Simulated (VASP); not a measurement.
# SiAs5 (F-43m) in VASP: a series of runs, part 2 of 2

VASP 6.6.1.

## Step 3: Single point, PBE

This run uses another cell than the first one, of 19.96 Å³/atom, 0.816 times its volume.

The input, INCAR:

```
SYSTEM = SiAs5
  PREC = Accurate
  ENCUT = 520
  EDIFF = 1E-6
  ISMEAR = 0
  SIGMA = 0.1
  LREAL = .False.
  LASPH = .True.
  NELM = 80
  ALGO = Normal
  ISIF = 2
  LWAVE = .False.
  LCHARG = .False.
  GGA = PE
  NBANDS = 24
```

The input, KPOINTS:

```
Automatic mesh
0
Gamma
  8 8 8
  0 0 0
```

The input, POSCAR:

```
SiAs5
1.0
    0.0000000000      3.9121346485      3.9121346485
    3.9121346485      0.0000000000      3.9121346485
    3.9121346485      3.9121346485      0.0000000000
Si As
1 5
Direct
    0.2500000000      0.2500000000      0.2500000000
    0.8744119458      0.3767641627      0.8744119458
    0.8744119458      0.8744119458      0.8744119458
    0.3767641627      0.8744119458      0.8744119458
    0.8744119458      0.8744119458      0.3767641627
    0.5000000000      0.5000000000      0.5000000000
```

Potentials or basis: VASP PAW PBE potentials, release 64 (Si, As).

Command:

```bash
> cat potpaw_PBE.64/Si/POTCAR potpaw_PBE.64/As/POTCAR > POTCAR
> mpirun -np 1 vasp_std > vasp.out
```

OUTCAR:

```text
SYSTEM = SiAs5
   PREC = Accurate
   ENCUT = 520
   EDIFF = 1E-6
   ISMEAR = 0
   LREAL = .False.
   LASPH = .True.
   NELM = 80
   ISIF = 2
   GGA = PE

 ion  position               nearest neighbor table
   1  0.250  0.250  0.250-
   2  0.874  0.377  0.874-   3 2.75   4 2.75   5 2.75   4 2.78   5 2.78   3 2.78
   3  0.874  0.874  0.874-   2 2.75   4 2.75   5 2.75   4 2.78   2 2.78   5 2.78
   4  0.377  0.874  0.874-   2 2.75   3 2.75   5 2.75   2 2.78   5 2.78   3 2.78
   5  0.874  0.874  0.377-   2 2.75   3 2.75   4 2.75   2 2.78   4 2.78   3 2.78
   6  0.500  0.500  0.500-

  LATTYP: Found a face centered cubic cell.
 ALAT       =     7.8242692970

  Lattice vectors:

 A1 = (   0.0000000000,   3.9121346485,   3.9121346485)
 A2 = (   3.9121346485,   0.0000000000,   3.9121346485)
 A3 = (   3.9121346485,   3.9121346485,   0.0000000000)

Analysis of symmetry for initial positions (statically):
=====================================================================
 Subroutine PRICEL returns:
 Original cell was already a primitive cell.

 Routine SETGRP: Setting up the symmetry group for a
 face centered cubic supercell.

 Subroutine GETGRP returns: Found 24 space group operations
 (whereof 24 operations were pure point group operations)
 out of a pool of 48 trial point group operations.

The static configuration has the point symmetry T_d .

Analysis of symmetry for dynamics (positions and initial velocities):
=====================================================================
 Subroutine PRICEL returns:
 Original cell was already a primitive cell.

 Routine SETGRP: Setting up the symmetry group for a
 face centered cubic supercell.

 Subroutine GETGRP returns: Found 24 space group operations
 (whereof 24 operations were pure point group operations)
 out of a pool of 48 trial point group operations.

The dynamic configuration has the point symmetry T_d .

 Subroutine INISYM returns: Found 24 space group operations
 (whereof 24 operations are pure point group operations),
 and found     1 'primitive' translations

----------------------------------------------------------------------------------------

                                     Primitive cell

  volume of cell :     119.7489

  direct lattice vectors                    reciprocal lattice vectors
     0.000000000  3.912134648  3.912134648    -0.127807462  0.127807462  0.127807462
     3.912134648  0.000000000  3.912134648     0.127807462 -0.127807462  0.127807462
     3.912134648  3.912134648  0.000000000     0.127807462  0.127807462 -0.127807462

  length of vectors
     5.532593878  5.532593878  5.532593878     0.221369018  0.221369018  0.221369018

  position of ions in fractional coordinates (direct lattice)
     0.250000000  0.250000000  0.250000000
     0.874411946  0.376764163  0.874411946
     0.874411946  0.874411946  0.874411946
     0.376764163  0.874411946  0.874411946
     0.874411946  0.874411946  0.376764163
     0.500000000  0.500000000  0.500000000

  ion indices of the primitive-cell ions
   primitive index   ion index
                 1           1
                 2           2
                 3           3
                 4           4
[... 21 lines left out ...]
  Shift w.r.t. Gamma in fractional coordinates (k-lattice)
     0.000000000  0.000000000  0.000000000

 Subroutine IBZKPT returns following result:
 ===========================================

 Found     29 irreducible k-points:

 Following reciprocal coordinates:
            Coordinates               Weight
  0.000000  0.000000  0.000000      1.000000
  0.125000  0.000000  0.000000      8.000000
  0.250000  0.000000  0.000000      8.000000
  0.375000  0.000000  0.000000      8.000000
  0.500000  0.000000  0.000000      4.000000
  0.125000  0.125000  0.000000      6.000000
[... 16 lines left out ...]
  0.500000  0.250000  0.125000     48.000000
 -0.375000  0.250000  0.125000     24.000000
 [... further k-points ...]
   k-points           NKPTS =     29   k-points in BZ     NKDIM =     29   number of bands    NBANDS=     24
   number of dos      NEDOS =    301   number of ions     NIONS =      6
   total plane-waves  NPLWV =  74088
   dimension x,y,z NGX =    42 NGY =   42 NGZ =   42
   dimension x,y,z NGXF=    84 NGYF=   84 NGZF=   84
   ions per type =               1   5
   NGX,Y,Z   is equivalent  to a cutoff of  12.62, 12.62, 12.62 a.u.
   NGXF,Y,Z  is equivalent  to a cutoff of  25.24, 25.24, 25.24 a.u.
 SYSTEM =  SiAs5
   PREC   = accura    normal or accurate (medium, high low for compatibility)
   ISTART =      0    job   : 0-new  1-cont  2-samecut
   ICHARG =      2    charge: 1-file 2-atom 10-const
   ISPIN  =      1    spin polarized calculation?
   LNONCOLLINEAR =      F non collinear calculations
   LSORBIT =      F    spin-orbit coupling
   LASPH  =      T    aspherical Exc in radial PAW
   ENCUT  =  520.0 eV  38.22 Ry    6.18 a.u.  10.29 10.29 10.29*2*pi/ulx,y,z
   NELM   =     80;   NELMIN=  2; NELMDL= -5     # of ELM steps
   EDIFF  = 0.1E-05   stopping-criterion for ELM
   LREAL  =      F    real-space projection
   EDIFFG = 0.1E-04   stopping-criterion for IOM
   NSW    =      0    number of steps for IOM
   IBRION =     -1    ionic relax: 0-MD 1-quasi-New 2-CG
   NFREE  =      0    steps in history (QN), initial steepest desc. (CG)
   ISIF   =      2    stress and relaxation
   ISYM   =      2    0-nonsym 1-usesym 2-fastsym
   POTIM  = 0.5000    time-step for ionic-motion
   TEBEG  =    0.0;   TEEND  =   0.0 temperature during run
   PSTRESS=    0.0 pullay stress
   NELECT =      29.0000    total number of electrons
   NUPDOWN=      -1.0000    fix difference up-down
   EMIN   =  10.00;   EMAX   =-10.00  energy-range for DOS
   EFERMI =   0.00;   METHOD = LEGACY
   ISMEAR =     0;   SIGMA  =   0.10  broadening in eV -4-tet -1-fermi 0-gaus
   EFERMI_NEDOS =   21; number of points for ismear=-14 and -15
   IALGO  =     38    algorithm
   IMIX   =      4    mixing-type and parameters
     AMIX     =   0.40;   BMIX     =  1.00
     AMIX_MAG =   1.60;   BMIX_MAG =  1.00
  volume/ion in A,a.u.               =      19.96       134.68
  Fermi-wavevector in a.u.,A,eV,Ry     =   1.020431  1.928335 14.167471  1.041280
  Thomas-Fermi vector in A             =   2.154000
   LORBIT       =      0    0 simple, 1 ext, 2 COOP (PROOUT), +10 PAW based schemes
   GGA     = PE    functional components
   LHFCALC =     F    Hartree Fock is set to
   AEXX    =    0.0000 exact exchange contribution
   IVDW    =     0    specifies the selected vdW correction
   LEPSILON=     F    determine dielectric tensor
   LRPA    =     F    only Hartree local field effects (RPA)
 non-spin polarized calculation
 Gauss-broadening in eV      SIGMA  =   0.10
  energy-cutoff  :      520.00
  volume of cell :      119.75
 maximum number of plane-waves:      3250
 NGX is ok and might be reduce to    42
   NGX = 21   NGY = 21   NGZ = 21

 number of electron      28.9999998 magnetization

 Free energy of the ion-electron system (eV)
  ---------------------------------------------------
  ext. energy  EPLUGINS =         0.00000000
  ---------------------------------------------------
  free energy    TOTEN  =       -24.55352185 eV

  energy without entropy =      -24.53360226  energy(sigma->0) =      -24.54356205

 E-fermi :   6.1667     XC(G=0): -10.4271

 val. band max:        6.1621013274   @ k =  -0.3750   0.3750   0.1250
 cond. band min:       6.1762712860   @ k =   0.5000   0.3750   0.0000
 fundamental gap:      0.0141699586
 Fermi energy:         6.1667459954

 k-point     1 :       0.0000    0.0000    0.0000
  band No.  band energies     occupation
      1      -8.8334      2.00000
      2      -3.6798      2.00000
      3      -3.2537      2.00000
      4      -3.2537      2.00000
      5      -3.2537      2.00000
      6      -1.5680      2.00000
[... 637 lines left out ...]
     23      10.0159      0.00000
     24      10.4576      0.00000

 [... further k-points ...]
[... 5 lines left out ...]
  --------------------------------------------------------------------------------------
  -------------------------------------------------------------------------------------
  Total        0.0928151      0.0928151      0.0928151      0.0000000      0.0000000     -0.0000000
  in kB        1.2418176      1.2418176      1.2418176      0.0000000      0.0000000     -0.0000000
  external PRESSURE =       1.2418176 kB  Pullay stress =       0.0000000 kB

 VOLUME and BASIS-vectors are now :
 -----------------------------------------------------------------------------
  energy-cutoff  :      520.00
  volume of cell :      119.75
      direct lattice vectors                 reciprocal lattice vectors
     0.000000000  3.912134648  3.912134648    -0.127807462  0.127807462  0.127807462
     3.912134648  0.000000000  3.912134648     0.127807462 -0.127807462  0.127807462
     3.912134648  3.912134648  0.000000000     0.127807462  0.127807462 -0.127807462

 POSITION                                       TOTAL-FORCE (eV/Angst)
 -----------------------------------------------------------------------------------
      1.95607      1.95607      1.95607         0.000000      0.000000      0.000000
      4.89477      6.84163      4.89477        -0.001301      0.001301     -0.001301
      6.84163      6.84163      6.84163         0.001301      0.001301      0.001301
      6.84163      4.89477      4.89477         0.001301     -0.001301     -0.001301
      4.89477      4.89477      6.84163        -0.001301     -0.001301      0.001301
      3.91213      3.91213      3.91213         0.000000      0.000000      0.000000
 -----------------------------------------------------------------------------------
    total drift:                               -0.000000     -0.000000     -0.000000

  FREE ENERGIE OF THE ION-ELECTRON SYSTEM (eV)
  ---------------------------------------------------
  free  energy   TOTEN  =       -24.5535218503 eV

  energy  without entropy=      -24.5336022570  energy(sigma->0) =      -24.54356205
```

Wall time 34 s (1 thread of Intel Xeon 6975P-C (Granite Rapids), shared host); peak memory 0.28 GiB.

Results:

```yaml
Free_energy: -24.5535 eV
Pressure: 0.1 GPa
```

Forces on the atoms (eV/Å):
```
Si   0.000  0.000  0.000
As  -0.001  0.001 -0.001
As   0.001  0.001  0.001
As   0.001 -0.001 -0.001
As  -0.001 -0.001  0.001
As   0.000  0.000  0.000
```

Levels at points of the mesh, in eV from the Fermi level:
```tsv
k point	band 11	band 12	band 13	band 14	band 15	band 16	band 17	band 18	band 19	band 20
(0.00, 0.00, 0.00)	-3.18	-3.18	-2.21	-2.21	-2.21	2.48	2.48	2.48	3.81	3.81
(0.50, 0.00, 0.00)	-2.20	-1.89	-1.55	-1.55	-0.03	0.21	1.47	1.47	1.86	3.12
(0.50, 0.50, 0.00)	-1.27	-1.27	-0.97	-0.83	-0.67	-0.65	0.39	0.98	0.98	1.15
```

## Step 4: Relaxation of cell and atoms, PBE

This run uses another cell than the first one, of 19.72 Å³/atom, 0.806 times its volume.

The input, INCAR:

```
PREC     = Accurate       # precision mode
ENCUT    = 600            # plane-wave cutoff, eV
EDIFF    = 1E-7           # SCF threshold, eV
ISMEAR   = 0              # smearing method
SIGMA    = 0.1            # smearing width, eV
LREAL    = False          # projectors in reciprocal space
LASPH    = True           # aspherical terms in the spheres
NELM     = 100            # most SCF steps
ALGO     = Normal         # electronic algorithm
ISIF     = 3              # what is computed and relaxed
LWAVE    = False          # write WAVECAR
LCHARG   = False          # write CHGCAR
GGA      = PE             # functional
IBRION   = 2              # ionic algorithm
NSW      = 100            # ionic steps
EDIFFG   = -0.01          # ionic threshold
```

The input, KPOINTS:

```
regular mesh
0
Gamma
  8 8 8
```

The input, POSCAR:

```
SiAs5
1.0
    0.0000000000      3.8964588541      3.8964588541
    3.8964588541      0.0000000000      3.8964588541
    3.8964588541      3.8964588541      0.0000000000
Si As
1 5
Direct
    0.2500000000      0.2500000000      0.2500000000
    0.8763807775      0.3708576675      0.8763807775
    0.8763807775      0.8763807775      0.8763807775
    0.3708576675      0.8763807775      0.8763807775
    0.8763807775      0.8763807775      0.3708576675
    0.5000000000      0.5000000000      0.5000000000
```

Command:

```bash
> cat potpaw_PBE.64/Si/POTCAR potpaw_PBE.64/As/POTCAR > POTCAR
> mpirun -np 1 vasp_std > vasp.out
```

It took 10 min on 1 thread of Oxide Virtual Turin-like, shared host; peak memory 0.34 GiB.

It converged, with:

* Free energy: -24.5537 eV
* Relaxed volume: 20.01 Å³/atom
* Relaxed cell: a = 5.537 Å, b = 5.537 Å, c = 5.537 Å, α = 60.00°, β = 60.00°, γ = 60.00°
* Space group after relaxing (to 0.05 Å): F-43m (No. 216)
* Energy gained by relaxing: 2.2 meV/atom
* Ionic steps: 7
* Pressure after relaxing: 0.0 GPa

Step by step:
```csv
step,energy change (eV),largest force (eV/Å),pressure (GPa),volume (Å³)
1,0.0000,0.1669,1.07,118.32
2,-0.0092,0.0930,-0.32,120.59
3,-0.0093,0.0977,-0.22,120.41
4,-0.0114,0.0703,-0.13,120.22
5,-0.0133,0.0081,0.09,119.81
6,-0.0133,0.0051,0.10,119.79
7,-0.0134,0.0016,-0.05,120.06
```

Final structure:
```cif
data_structure
_symmetry_space_group_name_H-M 'P 1'
_symmetry_Int_Tables_number 1
_cell_length_a 5.5374
_cell_length_b 5.5374
_cell_length_c 5.5374
_cell_angle_alpha 60.000
_cell_angle_beta 60.000
_cell_angle_gamma 60.000
_cell_volume 120.06
loop_
_atom_site_label
_atom_site_type_symbol
_atom_site_fract_x
_atom_site_fract_y
_atom_site_fract_z
_atom_site_occupancy
Si1 Si 0.25000 0.25000 0.25000 1
As1 As 0.87440 0.37679 0.87440 1
As2 As 0.87440 0.87440 0.87440 1
As3 As 0.37679 0.87440 0.87440 1
As4 As 0.87440 0.87440 0.37679 1
As5 As 0.50000 0.50000 0.50000 1
```

Levels at points of the mesh, in eV from the Fermi level:
| k point | band 12 | band 13 | band 14 | band 15 | band 16 | band 17 | band 18 |
| --- | --- | --- | --- | --- | --- | --- | --- |
| (0.00, 0.00, 0.00) | -3.17 | -2.20 | -2.20 | -2.20 | 2.47 | 2.47 | 2.47 |
| (0.50, 0.00, 0.00) | -1.88 | -1.54 | -1.54 | -0.04 | 0.21 | 1.47 | 1.47 |
| (0.50, 0.50, 0.00) | -1.26 | -0.96 | -0.82 | -0.67 | -0.66 | 0.39 | 0.98 |

## Step 5: Summary

```tsv
task	cell	k mesh	cutoff (eV)	gap on the mesh (eV)	pressure (GPa)	relaxed volume (Å³/atom)
relaxation of cell and atoms	relaxed from a = 5.921 Å, angles 60.0°, 6 atoms	4 × 4 × 4	600	none	-0.1	19.85
single point	a = 5.533 Å, angles 60.0°, 6 atoms	8 × 8 × 8	520	none	0.1	-
relaxation of cell and atoms	relaxed from a = 5.510 Å, angles 60.0°, 6 atoms	8 × 8 × 8	600	none	0.0	20.01
```

Alike in all rows: level PBE; potentials or basis VASP PAW PBE potentials, release 64 (Si, As); no spin polarisation; smearing gaussian 0.1 eV.

Caveats: the volume moved by over 15 % at a fixed basis, so the end points are rough (some runs).

Absolute energies hang on the potentials; compare differences alone.
